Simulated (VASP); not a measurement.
# Si3N4: electric field gradients with PBE

The system is Si3N4.

```xyz
14
Lattice="7.5950 0.0000 0.0000 -3.7975 6.5775 0.0000 0.0000 0.0000 2.9023" Properties=species:S:1:pos:R:3 pbc="T T T"
Si    5.1760    1.1471    0.7256
Si    1.5946    5.0561    2.1767
Si    4.0136    3.9090    0.7256
Si   -1.3785    5.4304    2.1767
Si    2.2029    1.5214    0.7256
Si   -0.2161    2.6685    2.1767
N    -1.0257    2.1673    0.7691
N     5.2052    0.1954    2.2203
N     2.4334    4.6055    0.7691
N     4.8232    4.4102    2.2203
N    -1.4077    6.3821    0.7691
N     1.3641    1.9719    2.2203
N     0.0000    4.3850    0.6803
N     3.7975    2.1925    2.1314
```

```yaml
Program: VASP 6.6.1
Task: electric field gradients
Functional: PBE
Potentials_or_basis: VASP PAW PBE potentials, release 64 (Si, N)
Cutoff: 520 eV
k_mesh: 4 × 4 × 10
Occupations: gaussian, width 0.1 eV
Spin: no spin polarisation
Dipole_correction: no
Further_INCAR_settings: ALGO = Normal; EDIFF = 1e-08; NBANDS = 45
```

The pressure is -2.4 GPa. The largest force is 2.474 eV/Å. The band gap on the k mesh is 1.40 eV, indirect (least direct gap 1.89 eV).

Forces in eV/Å, atoms in the order of the input:
```
Si  -1.271  1.343  1.452
Si  -1.799 -0.429  1.452
Si  -0.528 -1.772  1.452
Si   1.271 -1.343  1.452
Si   1.799  0.429  1.452
Si   0.528  1.772  1.452
N   -1.604 -1.560 -1.054
N    0.549 -2.169 -1.054
N    2.153 -0.609 -1.054
N    1.604  1.560 -1.054
N   -0.549  2.169 -1.054
N   -2.153  0.609 -1.054
N    0.000  0.000 -1.194
N    0.000  0.000 -1.194
```

Stress tensor (GPa, compression positive):
```
 11.35   0.00   0.00
  0.00  11.35   0.00
  0.00   0.00 -29.88
```

Levels at points of the mesh, in eV from the valence-band top:
```csv
k point,band 28,band 29,band 30,band 31,band 32,band 33,band 34,band 35,band 36,band 37
"(0.00, 0.00, 0.00)",-0.74,-0.74,-0.63,-0.15,-0.15,1.75,1.96,4.51,4.51,4.77
"(0.50, 0.00, 0.00)",-1.31,-0.80,-0.73,-0.56,-0.54,2.13,2.43,4.21,4.30,4.83
"(0.00, 0.00, 0.50)",-2.00,-0.68,-0.68,-0.64,-0.64,1.40,1.40,1.63,1.63,6.56
"(0.50, 0.00, 0.50)",-2.26,-0.58,-0.58,-0.27,-0.27,1.84,1.84,2.63,2.63,5.67
```

Electric field gradients, principal values (V/Å²):
```tsv
atom	least	middle	greatest (by size)
1 Si	-16.875	-43.096	59.971
2 Si	-16.875	-43.096	59.971
3 Si	-16.875	-43.096	59.971
4 Si	-16.875	-43.096	59.971
5 Si	-16.875	-43.096	59.971
6 Si	-16.875	-43.096	59.971
7 N	14.497	30.107	-44.604
8 N	14.498	30.106	-44.604
9 N	14.498	30.107	-44.605
10 N	14.497	30.107	-44.604
11 N	14.498	30.106	-44.604
12 N	14.498	30.107	-44.605
13 N	-24.379	-24.380	48.760
14 N	-24.379	-24.380	48.760
```

Run time: 3.1 min on 1 thread of Intel(R) Xeon(R) Platinum 8488C (Sapphire Rapids) (shared host), peak memory 0.31 GiB.

Caveat: without QUAD_EFG the Cq values of the log hold for a quadrupole moment of 1 mb, not for the nuclei; forces of over 1 eV/Å act on the atoms, so gaps and moduli don't describe the material at rest. A k mesh can miss the band edges.
